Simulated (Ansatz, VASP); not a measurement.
**One calculation of FeO, two programs**

```
CELL_PARAMETERS angstrom
3.14728 0.00000 0.00000
1.57071 2.76895 0.00000
0.14266 0.24202 5.43767
ATOMIC_POSITIONS crystal
Fe 0.50000 0.50000 0.00000
Fe 0.50000 0.50000 0.50000
O 0.16376 0.17093 0.25570
O 0.83624 0.82907 0.74430
```

Alike in both runs: task single point; functional PBE; k mesh 10 × 10 × 6; occupations gaussian, width 0.02 eV; no spin polarisation; Hubbard terms Fe d U = 5.3 eV.

|  | VASP | Ansatz |
| --- | --- | --- |
| version | VASP 6.6.1 | Ansatz 0.2.0 |
| potentials or method | VASP PAW PBE potentials, release 64 (Fe, O), cutoff 520 eV | scalar-relativistic, plane waves, PAW |
| valence electrons in the cell | 28 | 44 |

VASP gave:

| Item | Value |
| --- | --- |
| gap on the k mesh at the Fermi level (eV) | 2.39 |
| least direct gap on the mesh (eV) | 2.39 |
| rms of the force components (eV/Å) | 0.095 |

Q: What did Ansatz give for the same quantities?

A: gap on the k mesh at the Fermi level (eV): 2.39; least direct gap on the mesh (eV): 2.39; rms of the force components (eV/Å): 0.091.

The programs project onto different local orbitals, so the same U acts differently, and such runs can settle in different states. Atom by atom the forces differ by 0.004 eV/Å (rms over components). VASP's potentials hold 28 valence electrons a cell and Ansatz's 44, so a difference there can come from the potentials and not from the codes.
